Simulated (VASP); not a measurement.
# Na (Fm-3m) in VASP: notebook

The runs below take Na through single point, relaxation of cell and atoms, with PBEsol.

Program: VASP 6.6.1. These are calculated values, not measurements. Logs are shortened: lines on timing, memory, paths and dates and some standing lists are left out, and cuts for length are marked.

## (1) The cell of the first run

It takes space group Fm-3m (No. 225, cubic). Conventional cell: a = 5.259 Å, b = 5.259 Å, c = 5.259 Å, α = 90.00°, β = 90.00°, γ = 90.00°. Within 4.9 Å of Na (site symmetry m-3m) lie 12 Na at 3.72 Å.

This isn't the form of Na at room conditions, which is bcc.

## (2) Single point, PBEsol

File INCAR:

```
PREC     = Accurate       # precision mode
ENCUT    = 500            # plane-wave cutoff, eV
EDIFF    = 1E-6           # SCF threshold, eV
ISMEAR   = 1              # smearing method
SIGMA    = 0.05           # smearing width, eV
LREAL    = False          # projectors in reciprocal space
LASPH    = True           # aspherical terms in the spheres
NELM     = 120            # most SCF steps
ALGO     = Normal         # electronic algorithm
ISIF     = 2              # what is computed and relaxed
LWAVE    = False          # write WAVECAR
LCHARG   = False          # write CHGCAR
GGA      = PS             # functional
NBANDS   = 10             # bands
GGA_COMPAT= False
```

File KPOINTS:

```
regular mesh
0
Gamma
  13 13 13
```

File POSCAR:

```
Na
1.0
    0.0000000000      2.6292668396      2.6292668396
    2.6292668396      0.0000000000      2.6292668396
    2.6292668396      2.6292668396      0.0000000000
Na
1
Direct
    0.0000000000      0.0000000000      0.0000000000
```

Potentials or basis: VASP PAW PBE potentials, release 64 (Na_pv).

On the command line:

```sh
$ cat potpaw_PBE.64/Na_pv/POTCAR > POTCAR
$ mpirun -np 1 vasp_std > vasp.out
```

OUTCAR:

```text
PREC = Accurate
   ENCUT = 500
   EDIFF = 1E-6
   ISMEAR = 1
   LREAL = False
   LASPH = True
   NELM = 120
   ISIF = 2
   GGA = PS

 ion  position               nearest neighbor table
   1  0.000  0.000  0.000-

  LATTYP: Found a face centered cubic cell.
 ALAT       =     5.2585336792

  Lattice vectors:

 A1 = (   0.0000000000,   2.6292668396,   2.6292668396)
 A2 = (   2.6292668396,   0.0000000000,   2.6292668396)
 A3 = (   2.6292668396,   2.6292668396,   0.0000000000)

Analysis of symmetry for initial positions (statically):
=====================================================================
 Subroutine PRICEL returns:
 Original cell was already a primitive cell.

 Routine SETGRP: Setting up the symmetry group for a
 face centered cubic supercell.

 Subroutine GETGRP returns: Found 48 space group operations
 (whereof 48 operations were pure point group operations)
 out of a pool of 48 trial point group operations.

The static configuration has the point symmetry O_h .

Analysis of symmetry for dynamics (positions and initial velocities):
=====================================================================
 Subroutine PRICEL returns:
 Original cell was already a primitive cell.

 Routine SETGRP: Setting up the symmetry group for a
 face centered cubic supercell.

 Subroutine GETGRP returns: Found 48 space group operations
 (whereof 48 operations were pure point group operations)
 out of a pool of 48 trial point group operations.

The dynamic configuration has the point symmetry O_h .

 Subroutine INISYM returns: Found 48 space group operations
 (whereof 48 operations are pure point group operations),
 and found     1 'primitive' translations

----------------------------------------------------------------------------------------

                                     Primitive cell

  volume of cell :      36.3525

  direct lattice vectors                    reciprocal lattice vectors
     0.000000000  2.629266840  2.629266840    -0.190167081  0.190167081  0.190167081
     2.629266840  0.000000000  2.629266840     0.190167081 -0.190167081  0.190167081
     2.629266840  2.629266840  0.000000000     0.190167081  0.190167081 -0.190167081

  length of vectors
     3.718344824  3.718344824  3.718344824     0.329379046  0.329379046  0.329379046

  position of ions in fractional coordinates (direct lattice)
     0.000000000  0.000000000  0.000000000

  ion indices of the primitive-cell ions
   primitive index   ion index
                 1           1

----------------------------------------------------------------------------------------

 KPOINTS: regular mesh

Automatic generation of k-mesh.
 Grid dimensions read from file:
 generate k-points for:   13   13   13

 Generating k-lattice:

  Cartesian coordinates                     Fractional coordinates (reciprocal lattice)
    -0.014628237  0.014628237  0.014628237     0.076923077  0.000000000  0.000000000
     0.014628237 -0.014628237  0.014628237     0.000000000  0.076923077  0.000000000
     0.014628237  0.014628237 -0.014628237     0.000000000  0.000000000  0.076923077

  Length of vectors
     0.025336850  0.025336850  0.025336850

  Shift w.r.t. Gamma in fractional coordinates (k-lattice)
     0.000000000  0.000000000  0.000000000

 Subroutine IBZKPT returns following result:
 ===========================================

 Found     84 irreducible k-points:

 Following reciprocal coordinates:
            Coordinates               Weight
  0.000000  0.000000  0.000000      1.000000
  0.076923  0.000000  0.000000      8.000000
  0.153846  0.000000  0.000000      8.000000
  0.230769  0.000000  0.000000      8.000000
  0.307692  0.000000  0.000000      8.000000
  0.384615  0.000000  0.000000      8.000000
[... 16 lines left out ...]
  0.384615  0.153846  0.000000     24.000000
  0.461538  0.153846  0.000000     24.000000
 [... further k-points ...]
   k-points           NKPTS =     84   k-points in BZ     NKDIM =     84   number of bands    NBANDS=     10
   number of dos      NEDOS =    301   number of ions     NIONS =      1
   total plane-waves  NPLWV =  21952
   dimension x,y,z NGX =    28 NGY =   28 NGZ =   28
   dimension x,y,z NGXF=    56 NGYF=   56 NGZF=   56
   ions per type =               1
   NGX,Y,Z   is equivalent  to a cutoff of  12.52, 12.52, 12.52 a.u.
   NGXF,Y,Z  is equivalent  to a cutoff of  25.04, 25.04, 25.04 a.u.
 SYSTEM =  unknown system
   PREC   = accura    normal or accurate (medium, high low for compatibility)
   ISTART =      0    job   : 0-new  1-cont  2-samecut
   ICHARG =      2    charge: 1-file 2-atom 10-const
   ISPIN  =      1    spin polarized calculation?
   LNONCOLLINEAR =      F non collinear calculations
   LSORBIT =      F    spin-orbit coupling
   LASPH  =      T    aspherical Exc in radial PAW
   ENCUT  =  500.0 eV  36.75 Ry    6.06 a.u.   6.78  6.78  6.78*2*pi/ulx,y,z
   NELM   =    120;   NELMIN=  2; NELMDL= -5     # of ELM steps
   EDIFF  = 0.1E-05   stopping-criterion for ELM
   LREAL  =      F    real-space projection
   EDIFFG = 0.1E-04   stopping-criterion for IOM
   NSW    =      0    number of steps for IOM
   IBRION =     -1    ionic relax: 0-MD 1-quasi-New 2-CG
   NFREE  =      0    steps in history (QN), initial steepest desc. (CG)
   ISIF   =      2    stress and relaxation
   ISYM   =      2    0-nonsym 1-usesym 2-fastsym
   POTIM  = 0.5000    time-step for ionic-motion
   TEBEG  =    0.0;   TEEND  =   0.0 temperature during run
   PSTRESS=    0.0 pullay stress
   NELECT =       7.0000    total number of electrons
   NUPDOWN=      -1.0000    fix difference up-down
   EMIN   =  10.00;   EMAX   =-10.00  energy-range for DOS
   EFERMI =   0.00;   METHOD = LEGACY
   ISMEAR =     1;   SIGMA  =   0.05  broadening in eV -4-tet -1-fermi 0-gaus
   EFERMI_NEDOS =   21; number of points for ismear=-14 and -15
   IALGO  =     38    algorithm
   IMIX   =      4    mixing-type and parameters
     AMIX     =   0.40;   BMIX     =  1.00
     AMIX_MAG =   1.60;   BMIX_MAG =  1.00
  volume/ion in A,a.u.               =      36.35       245.32
  Fermi-wavevector in a.u.,A,eV,Ry     =   0.945358  1.786467 12.159544  0.893701
  Thomas-Fermi vector in A             =   2.073251
   LORBIT       =      0    0 simple, 1 ext, 2 COOP (PROOUT), +10 PAW based schemes
   GGA     = PS    functional components
   LHFCALC =     F    Hartree Fock is set to
   AEXX    =    0.0000 exact exchange contribution
   IVDW    =     0    specifies the selected vdW correction
   LEPSILON=     F    determine dielectric tensor
   LRPA    =     F    only Hartree local field effects (RPA)
 non-spin polarized calculation
 Methfessel and Paxton  Order N= 1 SIGMA  =   0.05
  energy-cutoff  :      500.00
  volume of cell :       36.35
 maximum number of plane-waves:       941
   NGX = 13   NGY = 13   NGZ = 13

 number of electron       7.0000000 magnetization

 Free energy of the ion-electron system (eV)
  ---------------------------------------------------
  ext. energy  EPLUGINS =         0.00000000
  ---------------------------------------------------
  free energy    TOTEN  =        -1.39679588 eV

  energy without entropy =       -1.39643024  energy(sigma->0) =       -1.39667400

 E-fermi :   0.3882     XC(G=0):  -6.5528

 val. band max:        0.2692178159   @ k =   0.3846   0.3846   0.0000
 cond. band min:       0.3900388484   @ k =  -0.3077   0.2308   0.0769
 fundamental gap:      0.1208210325
 Fermi energy:         0.3881792348

 k-point     1 :       0.0000    0.0000    0.0000
  band No.  band energies     occupation
      1     -24.4047      2.00000
      2     -24.4047      2.00000
      3     -24.4047      2.00000
      4      -2.9592      2.00000
      5      11.5730      0.00000
      6      11.5730      0.00000
      7      11.5730      0.00000
      8      12.6786      0.00000
      9      13.2153      0.00000
     10      13.2153      0.00000

 k-point     2 :       0.0769    0.0000    0.0000
  band No.  band energies     occupation
      1     -24.4069      2.00000
      2     -24.4050      2.00000
      3     -24.4050      2.00000
      4      -2.8593      2.00000
      5      10.1090      0.00000
      6      11.3753      0.00000
      7      11.3753      0.00000
      8      12.7589      0.00000
      9      13.5663      0.00000
     10      13.5663      0.00000

 k-point     3 :       0.1538    0.0000    0.0000
  band No.  band energies     occupation
      1     -24.4130      2.00000
      2     -24.4058      2.00000
      3     -24.4058      2.00000
      4      -2.5607      2.00000
      5       8.2039      0.00000
      6      11.0372      0.00000
      7      11.0372      0.00000
      8      12.3683      0.00000
      9      14.1905      0.00000
     10      14.1906      0.00000

 k-point     4 :       0.2308    0.0000    0.0000
  band No.  band energies     occupation
      1     -24.4215      2.00000
      2     -24.4070      2.00000
      3     -24.4070      2.00000
      4      -2.0671      2.00000
      5       6.3811      0.00000
      6      10.7661      0.00000
      7      10.7661      0.00000
      8      12.0188      0.00000
      9      13.4962      0.00000
     10      13.4962      0.00000
[... 222 lines left out ...]
 k-point    22 :       0.3077    0.1538    0.0000
  band No.  band energies     occupation
      1     -24.4256      2.00000
      2     -24.4105      2.00000
      3     -24.4103      2.00000
      4      -1.5135      2.00000
      5       6.0767      0.00000
      6       9.1073      0.00000
      7       9.1361      0.00000
      8      10.3186      0.00000
      9      13.0644      0.00000
     10      15.4531      0.00000

 k-point    23 :       0.3846    0.1538    0.0000
  band No.  band energies     occupation
      1     -24.4327      2.00000
      2     -24.4122      2.00000
      3     -24.4115      2.00000
      4      -0.7740      2.00000
      5       4.4648      0.00000
      6       8.5381      0.00000
      7       9.0533      0.00000
      8      10.0914      0.00000
      9      14.2645      0.00000
     10      14.6756      0.00000

 k-point    24 :       0.4615    0.1538    0.0000
  band No.  band energies     occupation
      1     -24.4378      2.00000
      2     -24.4140      2.00000
      3     -24.4119      2.00000
      4       0.1408      2.00000
      5       2.9994      0.00000
      6       8.0095      0.00000
      7       9.1324      0.00000
      8      10.0895      0.00000
      9      14.0432      0.00000
     10      14.8895      0.00000

 [... further k-points ...]

------------------------ aborting loop because EDIFF is reached ----------------------------------------

  FORCE on cell =-STRESS in cart. coord.  units (eV):
  Direction    XX          YY          ZZ          XY          YZ          ZX
  --------------------------------------------------------------------------------------
  -------------------------------------------------------------------------------------
  Total       -0.0085832     -0.0085832     -0.0085832      0.0000000      0.0000000      0.0000000
  in kB       -0.3782930     -0.3782930     -0.3782930      0.0000000      0.0000000      0.0000000
  external PRESSURE =      -0.3782930 kB  Pullay stress =       0.0000000 kB

 VOLUME and BASIS-vectors are now :
 -----------------------------------------------------------------------------
  energy-cutoff  :      500.00
  volume of cell :       36.35
      direct lattice vectors                 reciprocal lattice vectors
     0.000000000  2.629266840  2.629266840    -0.190167081  0.190167081  0.190167081
     2.629266840  0.000000000  2.629266840     0.190167081 -0.190167081  0.190167081
     2.629266840  2.629266840  0.000000000     0.190167081  0.190167081 -0.190167081

 POSITION                                       TOTAL-FORCE (eV/Angst)
 -----------------------------------------------------------------------------------
      0.00000      0.00000      0.00000         0.000000      0.000000      0.000000
 -----------------------------------------------------------------------------------
    total drift:                               -0.000000     -0.000000     -0.000000

  FREE ENERGIE OF THE ION-ELECTRON SYSTEM (eV)
  ---------------------------------------------------
  free  energy   TOTEN  =        -1.3967958850 eV

  energy  without entropy=       -1.3964302368  energy(sigma->0) =       -1.39667400
```

It took 7.2 s on 1 thread of Intel Xeon 6975P-C (Granite Rapids), shared host; peak memory 0.16 GiB.

What came out:

```yaml
Free_energy: -1.3968 eV
Pressure: 0.0 GPa
Band_gap_on_the_k_mesh: zero (an odd number of electrons rules out a gap without spin polarisation)
```

Levels at points of the mesh, in eV from the Fermi level:
```csv
k point,band 2,band 3,band 4,band 5,band 6,band 7
"(0.00, 0.00, 0.00)",-24.79,-24.79,-3.35,11.18,11.18,11.18
```

Caveat: the PAW data sets were made with another functional, which shifts forces and pressure a little.

## (3) Relaxation of cell and atoms, PBEsol

This run uses another cell than the first one, of 39.15 Å³/atom.

File INCAR:

```
PREC = Accurate
ENCUT = 500
EDIFF = 1E-7
ISMEAR = 1
SIGMA = 0.05
LREAL = F
LASPH = T
NELM = 120
ALGO = Normal
ISIF = 3
LWAVE = F
LCHARG = F
GGA = PS
IBRION = 2
NSW = 50
EDIFFG = -0.01
GGA_COMPAT = F
NELMIN = 4
```

File KPOINTS:

```
Automatic mesh
0
Gamma
  13 13 13
```

File POSCAR:

```
Na
1.0
    0.0000000000      2.6950000000      2.6950000000
    2.6950000000      0.0000000000      2.6950000000
    2.6950000000      2.6950000000      0.0000000000
Na
1
Direct
    0.0000000000      0.0000000000      0.0000000000
```

Potentials or basis: VASP PAW PBE potentials, release 64 (Na_pv).

On the command line:

```sh
$ cat potpaw_PBE.64/Na_pv/POTCAR > POTCAR
$ mpirun -np 1 vasp_std > vasp.out
```

Wall time 14 s (1 thread of Intel Xeon 6975P-C (Granite Rapids), shared host); peak memory 0.16 GiB.

The run converged. Its results:

```
Free energy                           : -1.3970 eV
Relaxed volume                        : 36.34 Å³/atom
Relaxed cell                          : a = 3.718 Å, b = 3.718 Å, c = 3.718 Å, α = 60.00°, β = 60.00°, γ = 60.00°
Space group after relaxing (to 0.1 Å) : Fm-3m (No. 225)
Energy gained by relaxing             : 4.7 meV/atom
Ionic steps                           : 3
Pressure after relaxing               : 0.0 GPa
Band gap on the k mesh                : zero (an odd number of electrons rules out a gap without spin polarisation)
```

Step by step:
| step | energy change (eV) | largest force (eV/Å) | pressure (GPa) | volume (Å³) |
| --- | --- | --- | --- | --- |
| 1 | 0.0000 | 0.0000 | -0.52 | 39.15 |
| 2 | -0.0021 | 0.0000 | -0.40 | 38.43 |
| 3 | -0.0047 | 0.0000 | -0.01 | 36.34 |

Final structure:
```
Na
1.0
     0.00000    2.62905    2.62905
     2.62905    0.00000    2.62905
     2.62905    2.62905    0.00000
Na
1
Cartesian
  0.0000 0.0000 0.0000
```

Levels at points of the mesh, in eV from the Fermi level:
```csv
k point,band 2,band 3,band 4,band 5,band 6,band 7
"(0.00, 0.00, 0.00)",-24.79,-24.79,-3.35,11.19,11.19,11.19
```

Caveat: the PAW data sets were made with another functional, which shifts forces and pressure a little.
